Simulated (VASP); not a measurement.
Crystal: Hf3SnS4.

```
Hf Sn S
1.0
     3.81280    0.00000    0.00000
     0.00000    5.42543    0.00000
     0.00000    0.00000    7.67686
Hf Sn S
3 1 4
Cartesian
  1.9064 2.7127 1.9596
  0.0000 0.0000 3.8384
  1.9064 2.7127 5.7173
  0.0000 0.0000 0.0000
  0.0000 2.7127 3.8384
  1.9064 0.0000 5.8648
  0.0000 2.7127 0.0000
  1.9064 0.0000 1.8120
```

The cell was generated, and may not be a known phase.

| Property | Result |
| --- | --- |
| Program | VASP 6.6.1 |
| Task | relaxation of cell and atoms |
| Functional | PBE |
| Potentials or basis | VASP PAW PBE potentials, release 64 (Hf_pv, Sn_d, S) |
| Cutoff | 500 eV |
| k mesh | 3 × 2 × 2 |
| Occupations | gaussian, width 0.15 eV |
| Spin | no spin polarisation |

At the start: pressure -4.4 GPa; volume 19.85 Å³/atom.

Problem. Where does the relaxation end?

Solution. Over 8 steps the energy falls by 79.7 meV/atom and the volume is 19.25 Å³/atom (-3.0 %); space group Pmmm (No. 47, to 0.1 Å) before and after.

Step by step:
| step | energy change (eV) | largest force (eV/Å) | pressure (GPa) | volume (Å³) |
| --- | --- | --- | --- | --- |
| 1 | 0.0000 | 1.8764 | -4.35 | 158.80 |
| 2 | -0.3516 | 1.2358 | 4.17 | 146.72 |
| 3 | -0.3540 | 1.2925 | 3.48 | 147.51 |
| 4 | -0.5883 | 0.4308 | 1.79 | 150.43 |
| 5 | -0.6179 | 0.1061 | 1.19 | 151.96 |
| 6 | -0.6279 | 0.1192 | -1.07 | 155.23 |
| 7 | -0.6304 | 0.0565 | -0.39 | 154.20 |
| 8 | -0.6377 | 0.0506 | -0.11 | 154.02 |

Final structure:
```
Hf Sn S
1.0
     3.80265    0.00000    0.00000
     0.00000    5.43094    0.00000
     0.00000    0.00000    7.45793
Hf Sn S
3 1 4
Cartesian
  1.9013 2.7155 1.9525
  0.0000 5.4309 3.7290
  1.9013 2.7155 5.5054
  0.0000 5.4309 0.0000
  0.0000 2.7155 3.7290
  1.9013 5.4309 5.4621
  0.0000 2.7155 0.0000
  1.9013 5.4309 1.9958
```

Caveat: the k points lie up to 0.58 Å⁻¹ apart in the final cell, too coarse for converged energies and pressures of a metal; the relaxation stopped at a loose force limit of 0.08 eV/Å, so its end isn't a converged minimum.
